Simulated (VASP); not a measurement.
Write the native input for VASP 6.6.1 that does the following.

| Item | Value |
| --- | --- |
| Task | single point |
| Functional | PBE |
| Potentials or basis | VASP PAW PBE potentials, release 64 (Be, S) |
| Cutoff | 520 eV |
| k mesh | 5 × 5 × 1 |
| Occupations | methfessel-paxton, width 0.0382 eV |
| Spin | no spin polarisation |
| Dipole correction | yes |
| Electric field (eV/Å) | -0.05 |
| Further INCAR settings | ALGO = Normal; EDIFF = 1e-07; NBANDS = 16; EFIELD = 0.05 |

The structure of BeS lies in POSCAR:

```
BeS
1.0
    3.4294678888      0.0000000000      0.0000000000
    1.7147339444      2.9700063131      0.0000000000
    0.0000000000      0.0000000000     15.5001860070
Be S
2 2
Direct
    0.0000000000      0.0000000000      0.3870921289
    0.3333333333      0.3333333333      0.5677447227
    0.3333333333      0.3333333333      0.4322552773
    0.6666666667      0.6666666667      0.6129078711
```

These files were run (other wordings do the same):

INCAR

```
SYSTEM = BeS
  PREC = Accurate
  ENCUT = 520
  EDIFF = 1E-7
  ISMEAR = 1
  SIGMA = 0.0382
  LREAL = .FALSE.
  LASPH = .TRUE.
  NELM = 60
  ALGO = Normal
  ISIF = 2
  LWAVE = .FALSE.
  LCHARG = .FALSE.
  LDIPOL = .TRUE.
  IDIPOL = 3
  DIPOL = 0.5 0.5 0.500
  GGA = PE
  EFIELD = 0.05
  NBANDS = 16
```

KPOINTS

```
Automatic mesh
0
G
  5 5 1
  0 0 0
```

Potentials or basis: VASP PAW PBE potentials, release 64 (Be, S).

Run with:

```sh
$ cat potpaw_PBE.64/Be/POTCAR potpaw_PBE.64/S/POTCAR > POTCAR
$ mpirun -np 1 vasp_std > vasp.out
```

It gave:

| Item | Value |
| --- | --- |
| Largest force | 2.676 eV/Å |
| Band gap on the k mesh | 0.30 eV, direct |

Caveat: the k points lie up to 0.42 Å⁻¹ apart.

Run time: 74 s on 1 thread of Intel Xeon 8259CL (shared host), peak memory 0.27 GiB.
